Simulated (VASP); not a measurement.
# GaSi62 (a cell with a defect) in VASP: notebook, part 2 of 2

VASP 6.6.1.

## Step 3: Single point, PBE

Input file INCAR:

```
SYSTEM = GaSi62
ALGO = Normal ; EDIFF = 1E-6
ENCUT = 520 ; GGA = PE
ISIF = 2 ; ISMEAR = -1
LASPH = .TRUE. ; LCHARG = .FALSE.
LREAL = Auto ; LWAVE = .FALSE.
NBANDS = 168 ; NELECT = 260.0
NELM = 80 ; PREC = Accurate
SIGMA = 0.02
```

Input file KPOINTS:

```
k-points
0
G
  1 1 1
  0 0 0
```

Input file POSCAR:

```
GaSi62
1.0
   10.8600000000      0.0000000000      0.0000000000
    0.0000000000     10.8600000000      0.0000000000
    0.0000000000      0.0000000000     10.8600000000
Si Ga
62 1
Direct
    0.5069695212      0.0067337937     -0.0032417127
    0.8693431860      0.3691731123      0.1259608656
    0.7535425414      0.0067903315      0.2433235727
    0.8758995396      0.1241239411      0.3758744936
   -0.0010819521     -0.0001528545      0.0017463168
    0.1254112339      0.1248510129      0.1252187845
    0.2503234807      0.2496255064      0.0003863720
    0.3743223757      0.3757220994      0.1259050645
    0.4998854512      0.4988838858      0.0017218232
    0.6250735727      0.6251628913      0.1252244015
    0.7499347145      0.7499889503      0.0003979742
    0.8757955801      0.8742299263      0.1259111418
    0.2516023941      0.0004662983      0.2496714549
    0.3803500921      0.1262418048      0.3698901473
    0.5069179558      0.2535278085      0.2433416206
    0.6243635359      0.3756488029      0.3759984346
    0.7485126151      0.4988657459      0.2504539595
    0.8768317680      0.6246820442      0.3750580110
    0.5006018416      0.0004952118      0.4986282689
    0.6250639042      0.1248173112      0.6248671271
    0.7499277164      0.2496170350      0.5000085635
    0.8742001842      0.3740802026      0.6259944751
    0.7484900552     -0.0002404236      0.7513443831
    0.8690715470      0.1244559853      0.8811293738
   -0.0044784530      0.4952967772      0.0008169429
    0.1242603131      0.6241664825      0.1256118785
    0.2510038674      0.7509354512      0.0006672192
    0.3803382136      0.8801839779      0.1239547882
   -0.0009004604      0.2483430939      0.2503799263
    0.1247689687      0.3766905157      0.3750926335
    0.2496545120      0.5006877532      0.2509868324
    0.3755867403      0.6262706262      0.3747310313
    0.5006691529      0.7514164825      0.2495997238
    0.6263216390      0.8802002762      0.3699057090
    0.0008355433     -0.0008720074      0.5006525783
    0.1242198895      0.1245709024      0.6260673112
    0.2510329650      0.2494476980      0.4992662063
    0.3752158379      0.3766610497      0.6255532228
    0.4993125230      0.5006571823      0.5006576427
    0.6246878453      0.6241399632      0.6260390424
    0.7495859116      0.7509291897      0.4992559853
    0.8767953039      0.8751029466      0.6255674954
    0.2496410681     -0.0008549724      0.7494586556
    0.3744453959      0.1241031308      0.8744118785
    0.4999462247      0.2483186924      0.7512121547
    0.6244207182      0.3690691529      0.8810137201
    0.7494827808      0.4952842541      0.7548086556
    0.8742970534      0.6240211786      0.8760115101
    0.0008196133      0.7496017495      0.2509758748
    0.1264884899      0.8753571823      0.3748116943
   -0.0005779926      0.4993237569      0.5013957643
    0.1251668508      0.6249723757      0.6251369245
    0.2500617864      0.7497975138      0.5002541436
    0.3754923573      0.8754006446      0.6237869245
   -0.0046077348      0.2493866483      0.7548547882
    0.1242702578      0.3740139042      0.8761007366
    0.2488590239      0.4992660221      0.7508771639
    0.3751999079      0.6246593923      0.8734296501
    0.4992879374      0.7495747698      0.7494411602
    0.6243617864      0.8741456722      0.8745138122
   -0.0005434622      0.7487289134      0.7508131676
    0.1246847145      0.8751295580      0.8734737569
    0.6552396869      0.1551857274      0.0950168508
```

Potentials or basis: VASP PAW PBE potentials, release 64 (Si, Ga_d).

Started as:

```sh
$ cat potpaw_PBE.64/Si/POTCAR potpaw_PBE.64/Ga_d/POTCAR > POTCAR
$ mpirun -np 1 vasp_gam > vasp.out
```

Wall time 3.4 min (1 thread of Intel Xeon 6975P-C (Granite Rapids), shared host); peak memory 1 GiB.

It converged, with:

```
Free energy   : -336.3588 eV
Largest force : 0.143 eV/Å
```

Forces in eV/Å, atoms in the order of the input:
```
Si  -0.028 -0.027 -0.043
Si  -0.012 -0.012 -0.008
Si   0.042 -0.027  0.027
Si   0.024  0.013  0.017
Si  -0.005  0.007 -0.002
Si   0.004 -0.002  0.002
Si  -0.010 -0.006  0.007
Si  -0.016  0.025 -0.012
Si   0.008 -0.007 -0.001
Si  -0.004  0.006  0.002
Si  -0.007 -0.009  0.010
Si   0.025 -0.017 -0.012
Si   0.033  0.012 -0.012
Si   0.005 -0.002 -0.005
Si  -0.028  0.040  0.027
Si   0.012  0.026  0.016
Si   0.003 -0.005 -0.009
Si  -0.001  0.002 -0.002
Si   0.012  0.012 -0.033
Si  -0.004 -0.001 -0.006
Si  -0.008 -0.008  0.011
Si  -0.006 -0.007  0.023
Si   0.002  0.008  0.006
Si  -0.010  0.005  0.012
Si  -0.004 -0.003  0.005
Si   0.008  0.007 -0.001
Si   0.012  0.011  0.012
Si   0.006  0.006  0.001
Si  -0.007  0.003 -0.008
Si   0.003  0.000 -0.003
Si  -0.004  0.003 -0.007
Si   0.020  0.026 -0.020
Si   0.011  0.034 -0.011
Si  -0.002  0.005 -0.005
Si   0.004  0.007  0.003
Si   0.008  0.001 -0.008
Si   0.012 -0.012 -0.011
Si   0.003  0.000 -0.003
Si   0.007  0.004  0.003
Si   0.002  0.008 -0.007
Si  -0.012  0.011 -0.011
Si   0.000  0.001 -0.004
Si  -0.004  0.006 -0.004
Si  -0.018  0.014 -0.024
Si   0.007  0.001  0.007
Si   0.007 -0.010  0.013
Si  -0.004 -0.003  0.004
Si  -0.008 -0.021  0.007
Si   0.003 -0.005 -0.006
Si   0.026  0.021 -0.021
Si  -0.012 -0.013  0.017
Si  -0.004 -0.002  0.001
Si  -0.001 -0.005  0.007
Si   0.022  0.021 -0.026
Si  -0.002 -0.005  0.004
Si  -0.022 -0.006  0.006
Si  -0.017 -0.012  0.012
Si   0.002  0.003  0.000
Si   0.005 -0.005 -0.004
Si   0.012 -0.016 -0.026
Si  -0.013 -0.017  0.013
Si   0.004  0.002 -0.001
Ga  -0.082 -0.084  0.082
```

Levels at points of the mesh, in eV from the Fermi level:
| k point | band 128 | band 129 | band 130 | band 131 | band 132 | band 133 |
| --- | --- | --- | --- | --- | --- | --- |
| (0.00, 0.00, 0.00) | -0.51 | -0.51 | -0.40 | 0.41 | 0.41 | 0.57 |

Caveat: the k points lie up to 0.58 Å⁻¹ apart; the cell carries a net charge on a neutralising background, which shifts energy and pressure; the cell is charged against a uniform background, so pressure and absolute levels hang on convention.

## Step 4: Single point, PBE

Input file INCAR:

```
SYSTEM = GaSi62
ALGO = Normal
EDIFF = 1E-6
ENCUT = 520
GGA = PE
ISIF = 2
ISMEAR = -1
LASPH = .True.
LCHARG = .False.
LREAL = Auto
LWAVE = .False.
NBANDS = 168
NELECT = 260.0
NELM = 60
PREC = Accurate
SIGMA = 0.02
```

Input file KPOINTS:

```
k-points
0
Gamma
  1 1 1
  0 0 0
```

Input file POSCAR:

```
GaSi62
1.0
   10.8600000000      0.0000000000      0.0000000000
    0.0000000000     10.8600000000      0.0000000000
    0.0000000000      0.0000000000     10.8600000000
Si Ga
62 1
Direct
    0.5057864641      0.0056925414     -0.0006137201
    0.8681698895      0.3681197974      0.1286032228
    0.7507192449      0.0057135359      0.2443126151
    0.8752636280      0.1265266114      0.3739755985
    0.0007281768     -0.0007199816     -0.0006928177
    0.1249058011      0.1251875691      0.1248306630
    0.2497899632      0.2499886740      0.0000012891
    0.3760744015      0.3752031308      0.1234715470
    0.4992739411      0.5007332413     -0.0007069982
    0.6252708103      0.6248066298      0.1248318600
    0.7501116943      0.7496544199      0.0000071823
    0.8752191529      0.8760478821      0.1234737569
    0.2508556169      0.0008240331      0.2492253223
    0.3796214549      0.1255695212      0.3704504604
    0.5057728361      0.2507293738      0.2443107735
    0.6266155617      0.3751717311      0.3740369245
    0.7507820442      0.5007151934      0.2508380295
    0.8758300184      0.6254240331      0.3757839779
    0.5008637201      0.0008390424      0.4992118785
    0.6252649171      0.1251707182      0.6251860037
    0.7501069982      0.2499848987      0.5003256906
    0.8744501842      0.3744159300      0.6265862799
    0.7507628913     -0.0007599448      0.7493616022
    0.8681014733      0.1215365562      0.8819593002
   -0.0052460405      0.4946748619      0.0013641805
    0.1240721915      0.6240421731      0.1245524862
    0.2508346225      0.7508237569     -0.0003693370
    0.3796095764      0.8795580110      0.1245093002
    0.0007985267      0.2507237569      0.2507952118
    0.1254410681      0.3757828729      0.3757980663
    0.2503406998      0.4998720074      0.2517969613
    0.3756991713      0.6261757827      0.3744100368
    0.5008982505      0.7507885820      0.2491875691
    0.6255791897      0.8795647330      0.3704646409
   -0.0000787293     -0.0017569061      0.4997665746
    0.1240616022      0.1255118785      0.6260370166
    0.2508535912      0.2504039595      0.4992482505
    0.3743062615      0.3757704420      0.6246698895
    0.4983040516      0.4998607735      0.4997678637
    0.6255479742      0.6240360958      0.6260274401
    0.7504488029      0.7508235727      0.4992471455
    0.8758157459      0.8742715470      0.6246763352
    0.2503336096     -0.0017512891      0.7501798343
    0.3761348987      0.1265181400      0.8748464088
    0.4993148250      0.2507090239      0.7493046961
    0.6215112339      0.3681063536      0.8819326888
    0.7487406077      0.4946786372      0.7553518416
    0.8744958564      0.6234049724      0.8756112339
   -0.0000832413      0.7503302947      0.2517887661
    0.1262531308      0.8756119705      0.3744492634
   -0.0004317680      0.4995442910      0.5014388582
    0.1251202578      0.6250457643      0.6249837937
    0.2500020258      0.7498994475      0.5001073665
    0.3756554328      0.8756328729      0.6238370166
   -0.0052815838      0.2487179558      0.7553616943
    0.1234989871      0.3743872928      0.8756553407
    0.2486403315      0.4995170350      0.7505342541
    0.3742944751      0.6254169429      0.8742512891
    0.4982946593      0.7503200737      0.7501680479
    0.6266145488      0.8760092081      0.8748922652
   -0.0004123389      0.7485971455      0.7505021179
    0.1254057090      0.8742817680      0.8742728361
    0.7198377532      0.2198870166      0.0302836096
```

Potentials or basis: VASP PAW PBE potentials, release 64 (Si, Ga_d).

Started as:

```sh
$ cat potpaw_PBE.64/Si/POTCAR potpaw_PBE.64/Ga_d/POTCAR > POTCAR
$ mpirun -np 1 vasp_gam > vasp.out
```

OUTCAR:

```text
SYSTEM = GaSi62
   EDIFF = 1E-6
   ENCUT = 520
   GGA = PE
   ISIF = 2
   ISMEAR = -1
   LASPH = .True.
   LREAL = Auto
   NELECT = 260.0
   NELM = 60
   PREC = Accurate

 ion  position               nearest neighbor table
   1  0.506  0.006  0.999-  60 2.35  44 2.35  28 2.37
   2  0.868  0.368  0.129-  17 2.34  29 2.34  25 2.38  63 2.52
   3  0.751  0.006  0.244-  12 2.35   4 2.35  34 2.37
   4  0.875  0.127  0.374-  29 2.34  21 2.35   3 2.35  35 2.37
   5  0.001  0.999  0.999-  24 2.34  12 2.34  62 2.35   6 2.36
   6  0.125  0.125  0.125-   7 2.35  13 2.35   5 2.36  29 2.36
   7  0.250  0.250  0.000-   6 2.35   8 2.35  44 2.35  56 2.35
   8  0.376  0.375  0.123-   9 2.34   7 2.35  15 2.35  31 2.37
   9  0.499  0.501  0.999-  46 2.34   8 2.34  58 2.35  10 2.36
  10  0.625  0.625  0.125-  11 2.35  33 2.35  17 2.36   9 2.36
  11  0.750  0.750  0.000-  10 2.35  60 2.35  12 2.35  48 2.35
  12  0.875  0.876  0.123-   5 2.34  11 2.35   3 2.35  49 2.37
  13  0.251  0.001  0.249-   6 2.35  28 2.35  14 2.35  50 2.35
  14  0.380  0.126  0.370-  19 2.35  13 2.35  15 2.37  37 2.40
  15  0.506  0.251  0.244-   8 2.35  16 2.35  14 2.37
  16  0.627  0.375  0.374-  17 2.34  21 2.35  15 2.35  39 2.37
  17  0.751  0.501  0.251-   2 2.34  16 2.34  18 2.35  10 2.36
[... 43 lines left out ...]
  61  1.000  0.749  0.751-  52 2.35  42 2.35  62 2.35  48 2.35
  62  0.125  0.874  0.874-  43 2.34  27 2.35   5 2.35  61 2.35
  63  0.720  0.220  0.030-   2 2.52  46 2.52  24 2.52

  LATTYP: Found a simple cubic cell.
 ALAT       =    10.8600000000

  Lattice vectors:

 A1 = (  10.8600000000,   0.0000000000,   0.0000000000)
 A2 = (   0.0000000000,  10.8600000000,   0.0000000000)
 A3 = (   0.0000000000,   0.0000000000,  10.8600000000)

Analysis of symmetry for initial positions (statically):
=====================================================================
 Subroutine PRICEL returns:
 Original cell was already a primitive cell.

 Routine SETGRP: Setting up the symmetry group for a
 simple cubic supercell.

[... 234 lines left out ...]
   IMIX   =      4    mixing-type and parameters
     AMIX     =   0.40;   BMIX     =  1.00
     AMIX_MAG =   1.60;   BMIX_MAG =  1.00
  volume/ion in A,a.u.               =      20.33       137.20
  Fermi-wavevector in a.u.,A,eV,Ry     =   0.962135  1.818172 12.594971  0.925704
  Thomas-Fermi vector in A             =   2.091568
   LORBIT       =      0    0 simple, 1 ext, 2 COOP (PROOUT), +10 PAW based schemes
   GGA     = PE    functional components
[... 5 lines left out ...]
 non-spin polarized calculation
  energy-cutoff  :      520.00
  volume of cell :     1280.82
 maximum number of plane-waves:     17229
 NGX is ok and might be reduce to    84
   NGX = 41   NGY = 41   NGZ = 41

 number of electron     259.9999971 magnetization

 Free energy of the ion-electron system (eV)
  ---------------------------------------------------
  ext. energy  EPLUGINS =         0.00000000
  ---------------------------------------------------
  free energy    TOTEN  =      -336.35855711 eV

  energy without entropy =     -336.35855710  energy(sigma->0) =     -336.35855710

 E-fermi :   5.8825     XC(G=0):  -9.3385

 val. band max:        5.4812506328   @ k =   0.0000   0.0000   0.0000
 cond. band min:       6.2968853242   @ k =   0.0000   0.0000   0.0000
 fundamental gap:      0.8156346914
 Fermi energy:         5.8825002582

 k-point     1 :       0.0000    0.0000    0.0000
  band No.  band energies     occupation
      1      -8.8844      2.00000
      2      -8.8844      2.00000
      3      -8.8586      2.00000
      4      -8.8138      2.00000
      5      -8.8137      2.00000
      6      -6.2018      2.00000
[... 134 lines left out ...]
    141       6.8988      0.00000
    142       6.9289      0.00000
 [bands above 142 left out]

------------------------ aborting loop because EDIFF is reached ----------------------------------------

  FORCE on cell =-STRESS in cart. coord.  units (eV):
  Direction    XX          YY          ZZ          XY          YZ          ZX
  --------------------------------------------------------------------------------------
  -------------------------------------------------------------------------------------
  Total        4.3779978      4.3814312      4.3757237     -2.0693743      2.0747014      2.0739897
  in kB        5.4764187      5.4807135      5.4735741     -2.5885714      2.5952351      2.5943448
  external PRESSURE =       5.4769021 kB  Pullay stress =       0.0000000 kB

 VOLUME and BASIS-vectors are now :
 -----------------------------------------------------------------------------
  energy-cutoff  :      520.00
  volume of cell :     1280.82
      direct lattice vectors                 reciprocal lattice vectors
    10.860000000  0.000000000  0.000000000     0.092081031  0.000000000  0.000000000
     0.000000000 10.860000000  0.000000000     0.000000000  0.092081031  0.000000000
     0.000000000  0.000000000 10.860000000     0.000000000  0.000000000  0.092081031

 POSITION                                       TOTAL-FORCE (eV/Angst)
 -----------------------------------------------------------------------------------
      5.49284      0.06182     10.85333         0.013222      0.013470      0.006274
      9.42832      3.99778      1.39663         0.028658      0.028694      0.041762
      8.15281      0.06205      2.65323        -0.006247      0.013690     -0.013823
      9.50536      1.37408      4.06137        -0.008317      0.001259     -0.007591
      0.00791     10.85218     10.85248         0.015346     -0.023678      0.013490
      1.35648      1.35954      1.35566         0.010462      0.003815     -0.003755
[... 55 lines left out ...]
      1.36191      9.49470      9.49460         0.006073     -0.006623      0.004490
      7.81744      2.38797      0.32888         0.082131      0.081334     -0.082811
 -----------------------------------------------------------------------------------
    total drift:                                0.009297      0.004569     -0.003801

  FREE ENERGIE OF THE ION-ELECTRON SYSTEM (eV)
  ---------------------------------------------------
  free  energy   TOTEN  =      -336.3585571053 eV

  energy  without entropy=     -336.3585571019  energy(sigma->0) =     -336.35855710
```

stdout:

```text
POSCAR found type information on POSCAR SiGa
 POSCAR found :  2 types and      63 ions
 scaLAPACK will be used
 LDA part: xc-table for (Slater+PW92), standard interpolation
 POSCAR, INCAR and KPOINTS ok, starting setup
 FFT: planning ... GRIDC
 FFT: planning ... GRID_SOFT
 FFT: planning ... GRID
 WAVECAR not read
 entering main loop
 the old and the new charge density differ
 old charge density:   261.00000 new  260.00000
    0.273E+01
```

Run time: 3.2 min. Hardware: 1 thread of Intel Xeon 6975P-C (Granite Rapids), shared host; peak memory 1 GiB.

Results:

| Item | Value |
| --- | --- |
| Free energy | -336.3586 eV |
| Largest force | 0.142 eV/Å |

Forces in eV/Å, atoms in the order of the input:
```
Si   0.013  0.013  0.006
Si   0.029  0.029  0.042
Si  -0.006  0.014 -0.014
Si  -0.008  0.001 -0.008
Si   0.015 -0.024  0.013
Si   0.010  0.004 -0.004
Si  -0.015  0.003 -0.003
Si   0.009 -0.008 -0.001
Si  -0.023  0.015  0.014
Si   0.003  0.012 -0.004
Si   0.006 -0.012 -0.004
Si  -0.008  0.008 -0.001
Si   0.021  0.007 -0.005
Si   0.003  0.004 -0.003
Si   0.014 -0.007 -0.014
Si   0.000 -0.007 -0.009
Si  -0.014  0.015  0.024
Si  -0.005  0.006  0.007
Si   0.007  0.006 -0.020
Si   0.003  0.004 -0.011
Si   0.006  0.004  0.013
Si  -0.012 -0.012  0.034
Si  -0.014 -0.023 -0.015
Si   0.029 -0.042 -0.029
Si  -0.006 -0.005 -0.001
Si  -0.013 -0.013 -0.014
Si  -0.010 -0.010  0.003
Si   0.004  0.004 -0.005
Si   0.016 -0.014  0.024
Si   0.006 -0.005  0.006
Si  -0.003 -0.002 -0.005
Si   0.014  0.019 -0.013
Si   0.007  0.021 -0.006
Si   0.004  0.004 -0.004
Si  -0.002  0.005  0.003
Si  -0.012  0.013  0.012
Si  -0.010 -0.003  0.010
Si  -0.006 -0.005 -0.006
Si   0.004 -0.002  0.003
Si   0.013 -0.012  0.012
Si  -0.003 -0.010  0.010
Si  -0.005 -0.007 -0.006
Si  -0.003  0.005  0.002
Si   0.008  0.002  0.008
Si  -0.024 -0.014 -0.015
Si  -0.041  0.029 -0.029
Si   0.000 -0.005  0.006
Si  -0.012 -0.034  0.013
Si  -0.003 -0.004 -0.004
Si   0.019  0.014 -0.014
Si  -0.020 -0.020  0.023
Si   0.000  0.001 -0.002
Si   0.001 -0.003  0.004
Si   0.014  0.014 -0.019
Si  -0.006  0.000  0.005
Si  -0.034 -0.012  0.012
Si  -0.023 -0.020  0.019
Si  -0.007  0.006  0.005
Si   0.004 -0.004  0.003
Si   0.000  0.009  0.007
Si  -0.021 -0.024  0.020
Si   0.006 -0.007  0.004
Ga   0.082  0.081 -0.083
```

Levels at points of the mesh, in eV from the Fermi level:
```csv
k point,band 128,band 129,band 130,band 131,band 132,band 133
"(0.00, 0.00, 0.00)",-0.51,-0.51,-0.40,0.41,0.41,0.57
```

Caveat: the k points lie up to 0.58 Å⁻¹ apart; the cell carries a net charge on a neutralising background, which shifts energy and pressure; the cell is charged against a uniform background, so pressure and absolute levels hang on convention.
